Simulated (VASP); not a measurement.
Runs of VASP 6.6.1 on CdF2. The structure is that of space group R-3m (No. 166), or close to it. The cells are those of the table. 

```tsv
cell	gap on the mesh (eV)	pressure (GPa)	largest force (eV/Å)
a = 3.494 Å, angles 75.3°, 3 atoms	(b)	22.2	3.95
a = 3.420 Å, angles 82.7°, 3 atoms	(a)	62.2	12.65
a = 4.077 Å, angles 52.2°, 3 atoms	3.01	(c)	0.21
a = 4.376 Å, angles 45.7°, 3 atoms	3.16	9.6	0.42
```

Alike in all rows: task single point; level PBEsol; potentials or basis VASP PAW PBE potentials, release 64 (Cd_sv_GW, F); no spin polarisation; k mesh 8 × 8 × 8; cutoff (eV) 700; smearing gaussian 0.05 eV.

Task: Estimate the missing entries.

Result: (a) 4.63; (b) 3.53; (c) 3.0.

Caveats: the PAW data sets were made with another functional, which shifts forces and pressure a little; the cell stands under pressure (at least some runs).

A k mesh can miss the band edges, and the runs leave out spin-orbit coupling on Cd.
